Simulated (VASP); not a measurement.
Crystal: AlBP2.

```
B P Al
1.0
     3.49211    0.00000    0.00000
     0.00000    3.49211    0.00000
     0.00000    0.00000    5.21358
B P Al
1 2 1
Direct
  0.00000 0.00000 0.00000
  0.00000 0.50000 0.20914
  0.50000 0.00000 0.79086
  0.50000 0.50000 0.50000
```

Base run:

- Program: VASP 6.6.1
- Functional: PBE
- Potentials or basis: VASP PAW PBE potentials, release 64 (B, P, Al)
- Cutoff: 520 eV
- k mesh: 8 × 8 × 6
- Occupations: gaussian, width 0.01 eV
- Spin: no spin polarisation

Its results: band gap on the k mesh 0.78 eV; pressure 1.0 GPa; largest force 0.161 eV/Å.

Problem. The run is repeated on the same cell with these changes: functional from PBE to r2SCAN. What comes out?

Solution. Band gap on the k mesh 1.03 eV (least direct gap 1.05 eV); pressure -0.4 GPa; largest force 0.023 eV/Å.

Caveats: semilocal functionals underestimate gaps, and a narrow one can read as zero (at least some runs); the PAW data sets were made with another functional, which shifts forces and pressure a little (at least some runs).

A k mesh can miss the band edges.
